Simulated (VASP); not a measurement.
Input of a VASP 6.6.1 run:

The input INCAR:

```
  PREC = Accurate
  ENCUT = 520
  EDIFF = 1E-6
  ISMEAR = 0
  SIGMA = 0.02
  LREAL = F
  LASPH = T
  NELM = 60
  ALGO = Normal
  ISIF = 2
  LWAVE = F
  LCHARG = F
  GGA = PE
  NBANDS = 55
```

Contents of KPOINTS:

```
regular mesh
0
Gamma
  3 3 3
```

POSCAR

```
ZnSn2O8
1.0
    0.0000000000      4.8271903452     -3.2381522545
    0.0000000000     -4.8271903452     -3.2381522545
   -4.8271903452      0.0000000000      3.2381522545
Zn Sn O
1 2 8
Direct
    0.0945160931      0.5945085996      0.4999925065
    0.0125944774      0.0125874340     -0.0000068363
    0.5105474374      0.5105600741      0.0000128439
    0.5399107584      0.7477420077      0.7921643288
    0.0646884226      0.2623211927      0.8023621865
    0.9555777074      0.7477419005      0.2078312493
    0.4599589312      0.2623209820      0.1976325630
    0.4996268103      0.1980393659      0.6984128984
   -0.0268580130      0.6994342500      0.7262920559
    0.4996274206      0.8012413815      0.3016131323
   -0.0268569830      0.2468359741      0.2736929571
```

Potentials or basis: VASP PAW PBE potentials, release 64 (Zn, Sn_d, O).

Command:

```sh
$ cat potpaw_PBE.64/Zn/POTCAR potpaw_PBE.64/Sn_d/POTCAR potpaw_PBE.64/O/POTCAR > POTCAR
$ mpirun -np 1 vasp_std > vasp.out
```

(1) Estimate the pressure.

(2) What does it give for the band gap on the k mesh?

(3) What does it give for the largest force?

## Answers

(1) 3.8 GPa.

(2) zero (bands 44 and 45 overlap by 0.19 eV).

(3) 2.658 eV/Å.

Caveat: the k points lie up to 0.45 Å⁻¹ apart; spin-orbit coupling is left out, which moves the levels of the heavy elements.
